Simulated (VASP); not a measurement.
Input of a VASP 6.6.1 run:

Contents of POSCAR:

```
AlN
1.0
    0.0000000000      2.1839935596      2.1839935596
    2.1839935596      0.0000000000      2.1839935596
    2.1839935596      2.1839935596      0.0000000000
Al N
1 1
Direct
   -0.0485651694      0.0485651694      0.0000000000
    0.7500000000      0.7500000000      0.7500000000
```

File INCAR.step1:

```
SYSTEM = AlN
ALGO = Normal ; EDIFF = 1E-4
ENCUT = 520 ; GGA = PE
ISMEAR = 0 ; LASPH = .TRUE.
LCHARG = .FALSE. ; LREAL = .FALSE.
LWAVE = .TRUE. ; NBANDS = 11
NELM = 80 ; PREC = Accurate
SIGMA = 0.05
```

File INCAR.step2:

```
SYSTEM = AlN
ALGO = Normal ; EDIFF = 1E-6
ENCUT = 520 ; ISIF = 2
ISMEAR = 0 ; ISTART = 1
LASPH = .TRUE. ; LCHARG = .FALSE.
LMIXTAU = .TRUE. ; LREAL = .FALSE.
LWAVE = .FALSE. ; METAGGA = R2SCAN
NBANDS = 11 ; NELM = 80
PREC = Accurate ; SIGMA = 0.05
```

File KPOINTS:

```
k-points
0
G
  10 10 10
  0 0 0
```

Potentials or basis: VASP PAW PBE potentials, release 64 (Al, N).

Run with:

```bash
$ cat potpaw_PBE.64/Al/POTCAR potpaw_PBE.64/N/POTCAR > POTCAR
$ cp INCAR.step1 INCAR
$ mpirun -np 1 vasp_std > vasp.out
$ cp INCAR.step2 INCAR
$ mpirun -np 1 vasp_std > vasp.out
```

(1) Predict the band gap on the k mesh.

(2) Estimate the largest force.

(3) What does it give for the pressure?

Answers

(1) 3.53 eV (least direct gap 4.45 eV).

(2) 2.468 eV/Å.

(3) 2.8 GPa.

Caveat: the cell differs from its parent crystal (all Al atoms moved +0.150 Å, as atom 1 along Cartesian [1 -1 0]); the PAW data sets were made with another functional, which shifts forces and pressure a little.
